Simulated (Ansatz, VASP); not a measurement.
# Two plane-wave programs on Ba

INCAR

```
SYSTEM = Ba
  PREC = Accurate
  ENCUT = 520
  EDIFF = 1E-6
  ISMEAR = 0
  SIGMA = 0.15
  LREAL = .False.
  LASPH = .True.
  NELM = 80
  ALGO = Fast
  ISIF = 2
  LWAVE = .False.
  LCHARG = .True.
  GGA = PE
  LELF = .True.
  LVHAR = .True.
  NBANDS = 11
```

Contents of KPOINTS:

```
Automatic mesh
0
Gamma
  14 14 14
  0 0 0
```

Contents of POSCAR:

```
Ba
1.0
   -2.5312500000      2.4687500000      2.5000000000
    2.5312500000     -2.4687500000      2.5000000000
    2.5312500000      2.4687500000     -2.5000000000
Ba
1
Direct
    0.0000000000      0.0000000000      0.0000000000
```

Input for Ansatz:

```yaml
crystal:
  lattice:
    - [-2.53125, 2.46875, 2.5]
    - [2.53125, -2.46875, 2.5]
    - [2.53125, 2.46875, -2.5]
  atoms:
    - { symbol: Ba, position: [0.0, 0.0, 0.0] }
basis:
  ecutwfc: 420
kpoints:
  mp_grid: { grid: [14, 14, 14] }
hamiltonian:
  xc: pbe
scf:
  occupations: { method: gaussian, width: 0.15 }
output:
  forces: true
  stress: true
  eigenvalues: true
```

Change from the starting cell: strain +0.0125 x Voigt [1, -1, 0, 0, 0, 0], atoms carried along.

Alike in both runs: task single point; functional PBE; k mesh 14 × 14 × 14; occupations gaussian, width 0.15 eV; no spin polarisation.

|  | VASP | Ansatz |
| --- | --- | --- |
| version | VASP 6.6.1 | Ansatz 0.2.0 |
| potentials or method | VASP PAW PBE potentials, release 64 (Ba_sv), cutoff 520 eV | scalar-relativistic, plane waves, PAW |
| valence electrons in the cell | 10 | 10 |

VASP gave:

| Item | Value |
| --- | --- |
| gap on the k mesh at the Fermi level (eV) | none |
| pressure (GPa) | 0.2 |
| traceless stress, the component that is largest in VASP (GPa) | 0.06 |

Which values does Ansatz return?

gap on the k mesh at the Fermi level (eV): none; pressure (GPa): 0.1; traceless stress, the component that is largest in VASP (GPa): 0.06.

A gap of «none» marks a metal or a gap that the smearing closes. With one functional, cell and mesh, what is left measures potentials, basis and numerics.

Spin-orbit coupling is off throughout.
